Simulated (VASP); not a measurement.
Set up this calculation in VASP 6.6.1, as the native input.

| Quantity | Value |
| --- | --- |
| Task | single point |
| Functional | PBEsol |
| Potentials or basis | VASP PAW PBE potentials, release 64 (Sr_sv, Ti_sv, O) |
| Cutoff | 520 eV |
| k mesh | 8 × 8 × 8 |
| Occupations | gaussian, width 0.05 eV |
| Spin | no spin polarisation |
| Dipole correction | no |
| Further INCAR settings | ALGO = Normal; EDIFF = 1e-07; NBANDS = 28 |

The structure of SrTiO3 lies in POSCAR:

```
SrTiO3
1.0
    3.8913815400      0.0000000000      0.0000000000
    0.0000000000      3.8913815400      0.0000000000
    0.0000000000      0.0000000000      3.8913815400
Sr Ti O
1 1 3
Direct
    0.0473807538      0.0000000000      0.0000000000
    0.4602061169      0.5000000000      0.5000000000
   -0.0407627930      0.5000000000      0.5000000000
    0.4501680128      0.0000000000      0.5000000000
    0.4501680128      0.5000000000      0.0000000000
```

This cell differs from its parent crystal: atoms displaced along several vibrational modes.

One way to write it, as run:

INCAR

```
SYSTEM = SrTiO3
PREC = Accurate
ENCUT = 520
EDIFF = 1E-7
ISMEAR = 0
SIGMA = 0.05
LREAL = .False.
LASPH = .True.
NELM = 100
ALGO = Normal
ISIF = 2
LWAVE = .False.
LCHARG = .True.
GGA = PS
LELF = .True.
LVHAR = .True.
NBANDS = 28
```

KPOINTS

```
regular mesh
0
Gamma
  8 8 8
  0 0 0
```

Potentials or basis: VASP PAW PBE potentials, release 64 (Sr_sv, Ti_sv, O).

The run is started by

```console
$ cat potpaw_PBE.64/Sr_sv/POTCAR potpaw_PBE.64/Ti_sv/POTCAR potpaw_PBE.64/O/POTCAR > POTCAR
$ mpirun -np 1 vasp_std > vasp.out
```

It gave:

```
Pressure               : 4.1 GPa
Largest force          : 1.543 eV/Å
Band gap on the k mesh : 1.73 eV (least direct gap 2.09 eV)
```

Caveat: the cell differs from its parent crystal (atoms displaced along several vibrational modes); the cell stands under pressure; the PAW data sets were made with another functional, which shifts forces and pressure a little.

It took 2.8 min on 1 thread of Intel(R) Xeon(R) 6975P-C (Granite Rapids) (shared host), peak memory 0.25 GiB.
